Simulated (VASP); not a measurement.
Write the native input for VASP 6.6.1 that does the following.

| Item | Value |
| --- | --- |
| Task | single point |
| Functional | PBEsol |
| Potentials or basis | VASP PAW PBE potentials, release 64 (Cd) |
| Cutoff | 520 eV |
| k mesh | 16 × 16 × 7 |
| Occupations | fermi-dirac, width 0.05 eV |
| Spin | no spin polarisation |
| Dipole correction | no |
| Further INCAR settings | ALGO = Normal; EDIFF = 1e-07; NBANDS = 19 |

The structure of Cd lies in POSCAR:

```
Cd
1.0
    3.0372966056      0.0000000000      0.0000000000
   -1.5186483028      2.6303760192      0.0000000000
    0.0000000000      0.0000000000      5.7278279719
Cd
2
Direct
    0.3333333333      0.6666666667      0.2500000000
    0.6666666667      0.3333333333      0.7500000000
```

This cell differs from its parent crystal: volume scaled by 1.06.

One way to write it, as run:

INCAR

```
PREC = Accurate
ENCUT = 520
EDIFF = 1E-7
ISMEAR = -1
SIGMA = 0.05
LREAL = F
LASPH = T
NELM = 60
ALGO = Normal
ISIF = 2
LWAVE = F
LCHARG = F
GGA = PS
NBANDS = 19
```

KPOINTS

```
regular mesh
0
Gamma
  16 16 7
```

Potentials or basis: VASP PAW PBE potentials, release 64 (Cd).

Command:

```bash
$ cat potpaw_PBE.64/Cd/POTCAR > POTCAR
$ mpirun -np 1 vasp_std > vasp.out
```

It gave:

```yaml
Pressure: -3.9 GPa
Band_gap_on_the_k_mesh: zero (band 12 reaches 3.25 eV, above the bottom of band 13 at -0.42 eV)
```

Caveat: the PAW data sets were made with another functional, which shifts forces and pressure a little.

Wall time 66 s on 1 thread of Intel(R) Xeon(R) Platinum 8259CL CPU @ 2.50GHz (Skylake/Cascade Lake), on a shared host, peak memory 0.22 GiB.
